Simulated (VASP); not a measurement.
Here is a VASP 6.6.1 calculation.

File INCAR:

```
SYSTEM = HfSi2
  ALGO = Normal
  EDIFF = 1E-7
  EDIFFG = -0.005
  ENCUT = 500
  GGA = PE
  GGA_COMPAT = .False.
  IBRION = 2
  ISIF = 3
  ISMEAR = 0
  LASPH = .True.
  LCHARG = .False.
  LREAL = .False.
  LWAVE = .False.
  NELM = 120
  NELMIN = 4
  NSW = 100
  PREC = Accurate
  SIGMA = 0.1
```

File KPOINTS:

```
k-points
0
Gamma
  10 10 10
  0 0 0
```

Contents of POSCAR:

```
HfSi2
1.0
    1.8233878400     -7.2959444800      0.0000000000
    1.8233878400      7.2959444800      0.0000000000
    0.0000000000      0.0000000000      3.6486058400
Hf Si
2 4
Direct
    0.8942634500      0.1057365500      0.2500000000
    0.1057365500      0.8942634500      0.7500000000
    0.2502079700      0.7497920300      0.2500000000
    0.7497920300      0.2502079700      0.7500000000
    0.4471721000      0.5528279000      0.7500000000
    0.5528279000      0.4471721000      0.2500000000
```

Potentials or basis: VASP PAW PBE potentials, release 64 (Hf_pv, Si).

Run with:

```console
$ cat potpaw_PBE.64/Hf_pv/POTCAR potpaw_PBE.64/Si/POTCAR > POTCAR
$ mpirun -np 1 vasp_std > vasp.out
```

Task: What does it give for the relaxed cell?

Result: a = 7.528 Å, b = 7.528 Å, c = 3.658 Å, α = 90.00°, β = 90.00°, γ = 151.69°.

Task: Estimate the band gap on the k mesh.

Result: Zero (band 18 reaches 8.83 eV, above the bottom of band 19 at 7.91 eV).

Task: Predict the relaxed volume.

Result: 16.38 Å³/atom.

Task: Estimate the space group after relaxing (to 0.05 Å).

Result: Cmcm (No. 63).

The path:
| step | energy change (eV) | largest force (eV/Å) | pressure (GPa) | volume (Å³) |
| --- | --- | --- | --- | --- |
| 1 | 0.0000 | 0.1797 | 1.98 | 97.08 |
| 2 | -0.0012 | 0.0489 | -2.05 | 99.92 |
| 3 | -0.0099 | 0.1099 | -0.15 | 98.52 |
| 4 | -0.0114 | 0.0678 | -0.08 | 98.46 |
| 5 | -0.0119 | 0.0231 | -0.01 | 98.39 |
| 6 | -0.0122 | 0.0161 | -0.02 | 98.36 |
| 7 | -0.0123 | 0.0117 | -0.03 | 98.35 |
| 8 | -0.0123 | 0.0037 | 0.04 | 98.29 |
| 9 | -0.0123 | 0.0057 | 0.03 | 98.30 |
| 10 | -0.0123 | 0.0049 | 0.03 | 98.29 |

Caveat: spin-orbit coupling is left out, which moves the levels of the heavy elements.
